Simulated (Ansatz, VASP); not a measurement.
# Hf in VASP and in Ansatz

File POSCAR:

```
Hf
1.0
    0.0000000000      2.3088000000      2.3976000000
    2.3088000000      0.0000000000      2.3976000000
    2.3088000000      2.3088000000      0.0000000000
Hf
1
Direct
    0.0000000000      0.0000000000      0.0000000000
```

INCAR.step1

```
PREC = Accurate
ENCUT = 520
ISMEAR = 0
SIGMA = 0.15
LREAL = False
LASPH = True
NELM = 60
NBANDS = 11
GGA = PE
ALGO = Normal
EDIFF = 1E-4
LWAVE = True
LCHARG = False
```

File INCAR.step2:

```
PREC = Accurate
ENCUT = 520
EDIFF = 1E-7
ISMEAR = 0
SIGMA = 0.15
LREAL = False
LASPH = True
NELM = 60
ALGO = Normal
ISIF = 2
LWAVE = False
LCHARG = False
METAGGA = R2SCAN
LMIXTAU = True
NBANDS = 11
ISTART = 1
```

Contents of KPOINTS:

```
Automatic mesh
0
Gamma
  18 18 18
```

Input for Ansatz:

```yaml
crystal:
  lattice:
    - [0.0, 2.3088, 2.3976]
    - [2.3088, 0.0, 2.3976]
    - [2.3088, 2.3088, 0.0]
  atoms:
    - { symbol: Hf, position: [0.0, 0.0, 0.0] }
basis:
  ecutwfc: 500
kpoints:
  mp_grid: { grid: [18, 18, 18] }
hamiltonian:
  xc: r2scan
scf:
  occupations: { method: gaussian, width: 0.15 }
output:
  forces: true
  stress: true
  eigenvalues: true
  write_density: true
  write_potential: true
  elf: true
  volumetric_format: npy
```

Change from the starting cell: strain +0.040 along x and y, +0.080 along z, atoms carried along.

Alike in both runs: task single point; functional r2SCAN; k mesh 18 × 18 × 18; occupations gaussian, width 0.15 eV; no spin polarisation.

```csv
,VASP,Ansatz
version,VASP 6.6.1,Ansatz 0.2.0
potentials or method,"VASP PAW PBE potentials, release 64 (Hf_pv), cutoff 520 eV","scalar-relativistic, plane waves, PAW"
valence electrons in the cell,10,26
```

Ansatz gave:

- gap on the k mesh at the Fermi level (eV): none
- pressure (GPa): -11.0
- traceless stress, the component that is largest in VASP (GPa): -1.35

Q: Estimate VASP's values.

A: gap on the k mesh at the Fermi level (eV): none; pressure (GPa): -11.6; traceless stress, the component that is largest in VASP (GPa): -1.35.

VASP's potentials were made for PBE, not for r2SCAN. A gap of «none» marks a metal or a gap that the smearing closes. The functional is the same, so the differences come from potentials, cutoffs and numerics. VASP's potentials hold 10 valence electrons a cell and Ansatz's 26, so a difference there can come from the potentials and not from the codes.

Spin-orbit coupling is off throughout.
